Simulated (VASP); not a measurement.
A run of VASP 6.6.1:

INCAR

```
SYSTEM = GaP
  PREC = Accurate
  ENCUT = 520
  EDIFF = 1E-6
  ISMEAR = 0
  SIGMA = 0.01
  LREAL = .False.
  LASPH = .True.
  NELM = 100
  ALGO = Normal
  ISIF = 2
  LWAVE = .False.
  LCHARG = .False.
  GGA = PE
  NBANDS = 16
```

KPOINTS

```
regular mesh
0
Gamma
  6 6 6
  0 0 0
```

POSCAR

```
GaP
1.0
    0.0000000000      2.8301689102      2.8301689102
    2.8301689102      0.0000000000      2.8301689102
    2.8301689102      2.8301689102      0.0000000000
Ga P
1 1
Direct
    0.0000000000      0.0000000000      0.0000000000
    0.2500000000      0.2500000000      0.2500000000
```

Potentials or basis: VASP PAW PBE potentials, release 64 (Ga_d, P).

Run with:

```console
$ cat potpaw_PBE.64/Ga_d/POTCAR potpaw_PBE.64/P/POTCAR > POTCAR
$ mpirun -np 1 vasp_std > vasp.out
```

Hardware: 1 thread of AMD EPYC 9R45 96-Core Processor (Zen 5), on a shared host.

Q: Estimate the wall time of this run.

A: Wall time 6.2 s on 1 thread of AMD EPYC 9R45 96-Core Processor (Zen 5), with other jobs on the host, peak memory 0.13 GiB. Counts: scf iterations 12, k points 16.
